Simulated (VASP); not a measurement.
Write the native input for VASP 6.6.1 that does the following.

```yaml
Task: single point
Functional: PBE
Potentials_or_basis: VASP PAW PBE potentials, release 64 (Si, Sn_d, B)
Cutoff: 520 eV
k_mesh: 4 × 4 × 4
Occupations: gaussian, width 0.1 eV
Spin: no spin polarisation
Dipole_correction: no
Further_INCAR_settings: ALGO = Normal; EDIFF = 1e-06; NBANDS = 24
```

The structure of Si2SnB3 lies in POSCAR:

```
Si2SnB3
1.0
    2.6786164864     -4.6167465290      0.0000000000
    2.6786164864      4.6167465290      0.0000000000
    0.0000000000      0.0000000000      2.9978573499
Si Sn B
2 1 3
Direct
    0.5000000000      0.0000000000      0.5000000000
    0.0000000000      0.5000000000      0.5000000000
    0.0000000000      0.0000000000      0.0000000000
    0.5988970318      0.4011029682      0.0000000000
    0.4011029682      0.5988970318      0.0000000000
    0.5000000000      0.5000000000      0.5000000000
```

The input as run:

INCAR

```
ALGO = Normal
EDIFF = 1E-6
ENCUT = 520
GGA = PE
ISIF = 2
ISMEAR = 0
LASPH = T
LCHARG = F
LREAL = F
LWAVE = F
NBANDS = 24
NELM = 60
PREC = Accurate
SIGMA = 0.1
```

KPOINTS

```
k-points
0
Gamma
  4 4 4
```

Potentials or basis: VASP PAW PBE potentials, release 64 (Si, Sn_d, B).

Launch:

```sh
$ cat potpaw_PBE.64/Si/POTCAR potpaw_PBE.64/Sn_d/POTCAR potpaw_PBE.64/B/POTCAR > POTCAR
$ mpirun -np 1 vasp_std > vasp.out
```

Results of the run:

```yaml
Pressure: -0.1 GPa
Largest_force: 0.017 eV/Å
```

Caveat: the k points lie up to 0.52 Å⁻¹ apart.

Run time: 21 s on 1 thread of AMD EPYC 9R45 96-Core Processor (Zen 5) (shared host), peak memory 0.17 GiB.
